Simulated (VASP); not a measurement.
# Mg8Si4HO in VASP: notebook

Mg8Si4HO is run at these levels: PBEsol; tasks: single point.

All numbers are computed with VASP 6.6.1; they aren't measurements. Logs are shortened: lines on timing, memory, paths and dates and some standing lists are left out, and cuts for length are marked.

## 1. The cell of the first run

The cell holds a slab with vacuum, 14 atoms: a = 6.391 Å, b = 6.391 Å, c = 15.793 Å, α = 90.00°, β = 90.00°, γ = 90.00°.

## 2. Single point, PBEsol

Input file INCAR:

```
SYSTEM = Mg8Si4HO
PREC = Accurate
ENCUT = 520
EDIFF = 1E-6
ISMEAR = 0
SIGMA = 0.1
LREAL = .False.
LASPH = .True.
NELM = 100
ALGO = Normal
ISIF = 2
LWAVE = .False.
LCHARG = .False.
GGA = PS
NBANDS = 32
```

Input file KPOINTS:

```
regular mesh
0
Gamma
  3 3 1
  0 0 0
```

Input file POSCAR:

```
Mg8Si4HO
1.0
    6.3910000000      0.0000000000      0.0000000000
    0.0000000000      6.3910000000      0.0000000000
    0.0000000000      0.0000000000     15.7932500000
Mg Si O H
8 4 1 1
Direct
    0.2315750274      0.8631671100      0.3394414069
    0.4588870286      0.4582988578      0.2779186678
    0.2431167266      0.2439710530      0.1448658129
    0.2673298388      0.7717183539      0.1423579694
    0.7582290721      0.7579022062      0.1524508255
    0.7705737756      0.2662448756      0.1421359758
    0.8645346581      0.2302425286      0.3386024409
    0.7649227038      0.7645765921      0.3575482564
    0.0000000000      0.0000000000      0.0633181897
    0.0360424034      0.5429554060      0.2617704399
    0.5423357847      0.0352659991      0.2616394346
    0.5000000000      0.5000000000      0.0633181897
   -0.0164390549      0.9826818964      0.4059011920
    0.0019938977      1.0047743702      0.4666148513
```

Potentials or basis: VASP PAW PBE potentials, release 64 (Mg, Si, O, H).

The run is started by

```sh
cat potpaw_PBE.64/Mg/POTCAR potpaw_PBE.64/Si/POTCAR potpaw_PBE.64/O/POTCAR potpaw_PBE.64/H/POTCAR > POTCAR
mpirun -np 1 vasp_std > vasp.out
```

OUTCAR:

```text
SYSTEM = Mg8Si4HO
   PREC = Accurate
   ENCUT = 520
   EDIFF = 1E-6
   ISMEAR = 0
   LREAL = .False.
   LASPH = .True.
   NELM = 100
   ISIF = 2
   GGA = PS

 ion  position               nearest neighbor table
   1  0.232  0.863  0.339-  13 2.05  11 2.58  10 2.69   8 3.06   2 3.12   4 3.18   7 3.32   8 3.48

   2  0.459  0.458  0.278-  11 2.77  10 2.77   3 2.86   8 3.04   1 3.12   7 3.12   6 3.17   4 3.18
                             5 3.35
   3  0.243  0.244  0.145-   9 2.55  12 2.65   2 2.86  10 2.97  11 2.97   4 3.02   6 3.02   6 3.37
                             4 3.38
   4  0.267  0.772  0.142-   9 2.57  12 2.60  10 2.81   3 3.02  11 3.08   5 3.14   1 3.18   2 3.18
                             5 3.26   3 3.38
   5  0.758  0.758  0.152-   9 2.60  12 2.72  11 2.83  10 2.83   4 3.14   6 3.15   8 3.24   6 3.25
                             4 3.26   2 3.35
   6  0.771  0.266  0.142-   9 2.57  12 2.60  11 2.81   3 3.02  10 3.09   5 3.15   7 3.17   2 3.17
                             5 3.25   3 3.37
   7  0.865  0.230  0.339-  13 2.05  10 2.58  11 2.70   8 3.06   2 3.12   6 3.17   1 3.32   8 3.49

   8  0.765  0.765  0.358-  13 2.12  10 2.70  11 2.70   2 3.04   7 3.06   1 3.06   5 3.24   1 3.48
                             7 3.49
   9  0.000  0.000  0.063-   3 2.55   6 2.57   4 2.57   5 2.60
  10  0.036  0.543  0.262-   7 2.58   1 2.69   8 2.70   2 2.77   4 2.81   5 2.83   3 2.97   6 3.09

  11  0.542  0.035  0.262-   1 2.58   7 2.70   8 2.70   2 2.77   6 2.81   5 2.83   3 2.97   4 3.08

  12  0.500  0.500  0.063-   6 2.60   4 2.60   3 2.65   5 2.72
  13  0.984  0.983  0.406-  14 0.98   1 2.05   7 2.05   8 2.12
  14  0.002  0.005  0.467-  13 0.98

  LATTYP: Found a simple tetragonal cell.
 ALAT       =     6.3910000000
 C/A-ratio  =     2.4711703959

  Lattice vectors:

 A1 = (   6.3910000000,   0.0000000000,   0.0000000000)
 A2 = (   0.0000000000,   6.3910000000,   0.0000000000)
 A3 = (   0.0000000000,   0.0000000000,  15.7932500000)

Analysis of symmetry for initial positions (statically):
=====================================================================
 Subroutine PRICEL returns:
 Original cell was already a primitive cell.

 Routine SETGRP: Setting up the symmetry group for a
 simple tetragonal supercell.

 Subroutine GETGRP returns: Found  1 space group operations
 (whereof  1 operations were pure point group operations)
 out of a pool of 16 trial point group operations.

The static configuration has the point symmetry C_1 .

Analysis of symmetry for dynamics (positions and initial velocities):
=====================================================================
 Subroutine PRICEL returns:
 Original cell was already a primitive cell.

 Routine SETGRP: Setting up the symmetry group for a
 simple tetragonal supercell.

 Subroutine GETGRP returns: Found  1 space group operations
 (whereof  1 operations were pure point group operations)
 out of a pool of 16 trial point group operations.

The dynamic configuration has the point symmetry C_1 .

 Subroutine INISYM returns: Found  1 space group operations
 (whereof  1 operations are pure point group operations),
 and found     1 'primitive' translations

----------------------------------------------------------------------------------------

                                     Primitive cell

  volume of cell :     645.0734

  direct lattice vectors                    reciprocal lattice vectors
     6.391000000  0.000000000  0.000000000     0.156470036  0.000000000  0.000000000
     0.000000000  6.391000000  0.000000000     0.000000000  0.156470036  0.000000000
     0.000000000  0.000000000 15.793250000     0.000000000  0.000000000  0.063318190

  length of vectors
     6.391000000  6.391000000 15.793250000     0.156470036  0.156470036  0.063318190

  position of ions in fractional coordinates (direct lattice)
     0.231575027  0.863167110  0.339441407
     0.458887029  0.458298858  0.277918668
     0.243116727  0.243971053  0.144865813
     0.267329839  0.771718354  0.142357969
     0.758229072  0.757902206  0.152450825
     0.770573776  0.266244876  0.142135976
     0.864534658  0.230242529  0.338602441
     0.764922704  0.764576592  0.357548256
     0.000000000  0.000000000  0.063318190
     0.036042403  0.542955406  0.261770440
     0.542335785  0.035265999  0.261639435
     0.500000000  0.500000000  0.063318190
     0.983560945  0.982681896  0.405901192
     0.001993898  0.004774370  0.466614851

  ion indices of the primitive-cell ions
   primitive index   ion index
                 1           1
                 2           2
                 3           3
                 4           4
                 5           5
                 6           6
                 7           7
                 8           8
                 9           9
                10          10
                11          11
                12          12
                13          13
                14          14

[... 78 lines left out ...]
   AEXX    =    0.0000 exact exchange contribution
   IVDW    =     0    specifies the selected vdW correction
   LEPSILON=     F    determine dielectric tensor
   LRPA    =     F    only Hartree local field effects (RPA)
 non-spin polarized calculation
 Gauss-broadening in eV      SIGMA  =   0.10
  energy-cutoff  :      520.00
  volume of cell :      645.07
 maximum number of plane-waves:     17375
   NGX = 23   NGY = 23   NGZ = 59

 number of electron      39.0000007 magnetization

 Free energy of the ion-electron system (eV)
  ---------------------------------------------------
  ext. energy  EPLUGINS =         0.00000000
  ---------------------------------------------------
  free energy    TOTEN  =       -44.83121731 eV

  energy without entropy =      -44.79692645  energy(sigma->0) =      -44.81407188

 E-fermi :  -0.7116     XC(G=0):  -4.6681

 val. band max:       -0.8174745046   @ k =   0.3333   0.0000   0.0000
 cond. band min:      -0.6731530078   @ k =   0.0000   0.0000   0.0000
 fundamental gap:      0.1443214968
 Fermi energy:        -0.7115789830

 k-point     1 :       0.0000    0.0000    0.0000
  band No.  band energies     occupation
      1     -22.5978      2.00000
      2     -10.4249      2.00000
      3      -9.2976      2.00000
      4      -7.9598      2.00000
      5      -7.7881      2.00000
      6      -7.1556      2.00000
[... 23 lines left out ...]
     30       2.7549      0.00000
     31       3.0035      0.00000

 k-point     2 :       0.3333    0.0000    0.0000
  band No.  band energies     occupation
      1     -22.5976      2.00000
      2     -10.3974      2.00000
      3      -9.0601      2.00000
      4      -8.3842      2.00000
      5      -7.6905      2.00000
      6      -7.3625      2.00000
[... 23 lines left out ...]
     30       2.4962      0.00000
     31       2.5189      0.00000

 k-point     3 :       0.0000    0.3333    0.0000
  band No.  band energies     occupation
      1     -22.5976      2.00000
      2     -10.3977      2.00000
      3      -9.0588      2.00000
      4      -8.3852      2.00000
      5      -7.6902      2.00000
      6      -7.3624      2.00000
[... 23 lines left out ...]
     30       2.4924      0.00000
     31       2.5195      0.00000

 k-point     4 :       0.3333    0.3333    0.0000
  band No.  band energies     occupation
      1     -22.5975      2.00000
      2     -10.3797      2.00000
      3      -8.8175      2.00000
      4      -8.5214      2.00000
      5      -7.7105      2.00000
      6      -7.5118      2.00000
[... 23 lines left out ...]
     30       2.6858      0.00000
     31       2.7600      0.00000

 k-point     5 :      -0.3333    0.3333    0.0000
  band No.  band energies     occupation
      1     -22.5975      2.00000
      2     -10.3789      2.00000
      3      -8.8836      2.00000
      4      -8.4127      2.00000
      5      -7.7332      2.00000
      6      -7.5278      2.00000
[... 23 lines left out ...]
     30       2.6157      0.00000
     31       2.7039      0.00000
 [bands above 31 left out]

------------------------ aborting loop because EDIFF is reached ----------------------------------------

  FORCE on cell =-STRESS in cart. coord.  units (eV):
  Direction    XX          YY          ZZ          XY          YZ          ZX
  --------------------------------------------------------------------------------------
  -------------------------------------------------------------------------------------
  Total        0.7688314      0.7870619     -0.2438075      0.6572958      0.0211600      0.0164283
  in kB        1.9095566      1.9548360     -0.6055478      1.6325343      0.0525554      0.0408031
  external PRESSURE =       1.0862816 kB  Pullay stress =       0.0000000 kB

 VOLUME and BASIS-vectors are now :
 -----------------------------------------------------------------------------
  energy-cutoff  :      520.00
  volume of cell :      645.07
      direct lattice vectors                 reciprocal lattice vectors
     6.391000000  0.000000000  0.000000000     0.156470036  0.000000000  0.000000000
     0.000000000  6.391000000  0.000000000     0.000000000  0.156470036  0.000000000
     0.000000000  0.000000000 15.793250000     0.000000000  0.000000000  0.063318190

 POSITION                                       TOTAL-FORCE (eV/Angst)
 -----------------------------------------------------------------------------------
      1.48000      5.51650      5.36088        -0.015027      0.000069      0.010379
      2.93275      2.92899      4.38924         0.002682      0.004280      0.007514
      1.55376      1.55922      2.28790        -0.007542     -0.001008     -0.000575
      1.70850      4.93205      2.24830        -0.008163      0.000265      0.013057
      4.84584      4.84375      2.40769         0.004409     -0.003340      0.016195
      4.92474      1.70157      2.24479         0.003705     -0.002213      0.010147
      5.52524      1.47148      5.34763         0.003870     -0.019220     -0.002499
      4.88862      4.88641      5.64685         0.007084      0.006350     -0.003582
      0.00000      0.00000      1.00000        -0.055229     -0.064199     -0.492814
      0.23035      3.47003      4.13421        -0.003835      0.002612     -0.011529
      3.46607      0.22539      4.13214         0.017488      0.003986     -0.003581
      3.19550      3.19550      1.00000         0.056886      0.064308      0.480901
      6.28594      6.28032      6.41050        -0.031781      0.002149     -0.121381
      0.01274      0.03051      7.36937         0.025453      0.005961      0.097767
 -----------------------------------------------------------------------------------
    total drift:                                0.000601      0.000892      0.000012

  FREE ENERGIE OF THE ION-ELECTRON SYSTEM (eV)
  ---------------------------------------------------
  free  energy   TOTEN  =       -44.8312173078 eV

  energy  without entropy=      -44.7969264522  energy(sigma->0) =      -44.81407188
```

Run time: 6.9 min. Hardware: 1 thread of AMD EPYC 7R13, shared host; peak memory 0.59 GiB.

Results:

```
Free energy   : -44.8312 eV
Largest force : 0.500 eV/Å
```

Forces in eV/Å, atoms in the order of the input:
```
Mg  -0.015  0.000  0.010
Mg   0.003  0.004  0.008
Mg  -0.008 -0.001 -0.001
Mg  -0.008  0.000  0.013
Mg   0.004 -0.003  0.016
Mg   0.004 -0.002  0.010
Mg   0.004 -0.019 -0.002
Mg   0.007  0.006 -0.004
Si  -0.055 -0.064 -0.493
Si  -0.004  0.003 -0.012
Si   0.017  0.004 -0.004
Si   0.057  0.064  0.481
O   -0.032  0.002 -0.121
H    0.025  0.006  0.098
```

Levels at points of the mesh, in eV from the Fermi level:
| k point | band 16 | band 17 | band 18 | band 19 | band 20 | band 21 | band 22 | band 23 |
| --- | --- | --- | --- | --- | --- | --- | --- | --- |
| (0.00, 0.00, 0.00) | -1.53 | -1.45 | -0.73 | -0.15 | 0.04 | 0.18 | 0.50 | 0.92 |

Caveat: the PAW data sets were made with another functional, which shifts forces and pressure a little; an odd number of electrons without spin polarisation forces a metal; a magnetic or distorted state may lie lower.

## 3. Single point, PBEsol

Input file INCAR:

```
  PREC = Accurate
  ENCUT = 520
  EDIFF = 1E-6
  ISMEAR = 0
  SIGMA = 0.1
  LREAL = False
  LASPH = True
  NELM = 80
  ALGO = Normal
  ISIF = 2
  LWAVE = False
  LCHARG = False
  GGA = PS
  NBANDS = 32
```

Input file KPOINTS:

```
regular mesh
0
Gamma
  3 3 1
```

Input file POSCAR:

```
Mg8Si4HO
1.0
    6.3910000000      0.0000000000      0.0000000000
    0.0000000000      6.3910000000      0.0000000000
    0.0000000000      0.0000000000     15.7932500000
Mg Si O H
8 4 1 1
Direct
    0.1858148959      0.8148333594      0.3455652890
    0.3620973244      0.3598900016      0.3327415826
    0.2455127523      0.2439263026      0.1509765248
    0.2501211078      0.7481663276      0.1509052285
    0.7536973870      0.7521766547      0.1547214791
    0.7484252856      0.2494102644      0.1515995758
    0.8155919261      0.1847515256      0.3470318649
    0.7068360194      0.7042149898      0.3548256375
    0.0000000000      0.0000000000      0.0633181897
    0.0019672978      0.4929971835      0.2655540183
    0.4961860429     -0.0001322172      0.2655904263
    0.5000000000      0.5000000000      0.0633181897
   -0.0738643405      0.9235194805      0.4088369398
   -0.0647396339      0.9286182131      0.4704774508
```

Potentials or basis: VASP PAW PBE potentials, release 64 (Mg, Si, O, H).

The run is started by

```sh
cat potpaw_PBE.64/Mg/POTCAR potpaw_PBE.64/Si/POTCAR potpaw_PBE.64/O/POTCAR potpaw_PBE.64/H/POTCAR > POTCAR
mpirun -np 1 vasp_std > vasp.out
```

Run time: 6.7 min. Hardware: 1 thread of AMD EPYC 7R13, shared host; peak memory 0.59 GiB.

The run converged. Its results:

| Item | Value |
| --- | --- |
| Free energy | -44.7633 eV |
| Largest force | 0.248 eV/Å |

Forces on the atoms (eV/Å):
```
Mg  -0.004  0.021  0.007
Mg   0.028  0.033 -0.013
Mg   0.002  0.002  0.001
Mg   0.000  0.005  0.006
Mg   0.004  0.002 -0.001
Mg   0.002  0.007 -0.007
Mg   0.027 -0.004  0.001
Mg   0.016  0.021  0.023
Si  -0.156 -0.157 -0.112
Si   0.000  0.014  0.002
Si   0.008  0.007 -0.001
Si   0.037 -0.003  0.095
O    0.003  0.003 -0.147
H    0.033  0.049  0.148
```

Levels at points of the mesh, in eV from the Fermi level:
```
           k point  band 15  band 16  band 17  band 18  band 19  band 20  band 21  band 22  band 23  band 24
(0.00, 0.00, 0.00)    -1.58    -1.46    -1.44    -0.76     0.13     0.14     0.20     0.52     0.87     1.14
```

Caveat: the PAW data sets were made with another functional, which shifts forces and pressure a little; an odd number of electrons without spin polarisation forces a metal; a magnetic or distorted state may lie lower.

## 4. Single point, PBEsol

Input file INCAR:

```
ALGO     = Normal         # electronic algorithm
EDIFF    = 1E-6           # SCF threshold, eV
ENCUT    = 520            # plane-wave cutoff, eV
GGA      = PS             # functional
ISIF     = 2              # what is computed and relaxed
ISMEAR   = 0              # smearing method
LASPH    = T              # aspherical terms in the spheres
LCHARG   = T              # write CHGCAR
LELF     = T              # ELF
LREAL    = F              # projectors in reciprocal space
LVHAR    = T            
LWAVE    = F              # write WAVECAR
NBANDS   = 32             # bands
NELM     = 80             # most SCF steps
PREC     = Accurate       # precision mode
SIGMA    = 0.1            # smearing width, eV
```

Input file KPOINTS:

```
k-points
0
Gamma
  3 3 1
```

Input file POSCAR:

```
Mg8Si4HO
1.0
    6.3910000000      0.0000000000      0.0000000000
    0.0000000000      6.3910000000      0.0000000000
    0.0000000000      0.0000000000     15.7932500000
Mg Si O H
8 4 1 1
Direct
    0.1650733844      0.7564237209      0.3489524955
    0.2596804882      0.2541193866      0.3532704162
    0.2481527148      0.2452395556      0.1508916784
    0.2364747301      0.7344946018      0.1488230098
    0.7503855422      0.7472298545      0.1463995061
    0.7325258958      0.2333486152      0.1495446472
    0.7647166328      0.1548695040      0.3532489513
    0.6834276326      0.6778200595      0.3341188166
    0.0000000000      0.0000000000      0.0633181897
   -0.0216527930      0.4501048349      0.2632365726
    0.4602547332     -0.0246332342      0.2635234673
    0.5000000000      0.5000000000      0.0633181897
   -0.1105546863      0.8704520419      0.4040629383
   -0.1741078079      0.7832361133      0.4502681842
```

The run is started by

```sh
cat potpaw_PBE.64/Mg/POTCAR potpaw_PBE.64/Si/POTCAR potpaw_PBE.64/O/POTCAR potpaw_PBE.64/H/POTCAR > POTCAR
mpirun -np 1 vasp_std > vasp.out
```

Wall time 9.5 min (1 thread of AMD EPYC 7R13, shared host); peak memory 0.59 GiB.

Results (log left out):

- Free energy: -44.0332 eV
- Largest force: 1.130 eV/Å

Forces in eV/Å, atoms in the order of the input:
```
Mg  -0.122  0.047  0.050
Mg   0.437  0.425  0.016
Mg  -0.008 -0.013 -0.005
Mg  -0.007 -0.010  0.000
Mg   0.016  0.005 -0.051
Mg  -0.007  0.001  0.009
Mg   0.059 -0.167  0.032
Mg  -0.327 -0.325 -0.217
Si  -0.160 -0.170 -0.156
Si  -0.016 -0.086  0.071
Si  -0.070 -0.002  0.052
Si  -0.130 -0.183 -0.132
O   -0.378 -0.401  0.297
H    0.712  0.876  0.035
```

Levels at points of the mesh, in eV from the Fermi level:
```tsv
k point	band 15	band 16	band 17	band 18	band 19	band 20	band 21	band 22	band 23	band 24
(0.00, 0.00, 0.00)	-1.55	-1.50	-1.15	-0.75	-0.02	0.07	0.30	0.46	0.93	1.04
```

Caveat: the PAW data sets were made with another functional, which shifts forces and pressure a little; an odd number of electrons without spin polarisation forces a metal; a magnetic or distorted state may lie lower.
